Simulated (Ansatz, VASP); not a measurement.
BaF2 in VASP and in Ansatz

```
Ba F
1.0
     0.00000    3.12235    3.12235
     3.12235    0.00000    3.12235
     3.12235    3.12235    0.00000
Ba F
1 2
Direct
  0.00000 0.00000 0.00000
  0.25000 0.25000 0.25000
  0.75000 0.75000 0.75000
```

Alike in both runs: task electric field gradients; functional PBE; k mesh 11 × 11 × 11; occupations fermi-dirac, width 0.05 eV; no spin polarisation.

|  | VASP | Ansatz |
| --- | --- | --- |
| version | VASP 6.6.1 | Ansatz 0.2.0 |
| potentials or method | VASP PAW PBE potentials, release 64 (Ba_sv, F) | PAW with Ansatz's default frozen-core files, scalar-relativistic |
| plane-wave cutoff (eV) | 520 | 420 |
| valence electrons in the cell | 24 | 24 |

VASP gave:

| Property | Result |
| --- | --- |
| gap on the k mesh at the Fermi level (eV) | 6.67 |
| pressure (GPa) | 1.0 |

Q: Which values does Ansatz return?

A: gap on the k mesh at the Fermi level (eV): 6.74; pressure (GPa): 0.0.

Spin-orbit coupling is off throughout.
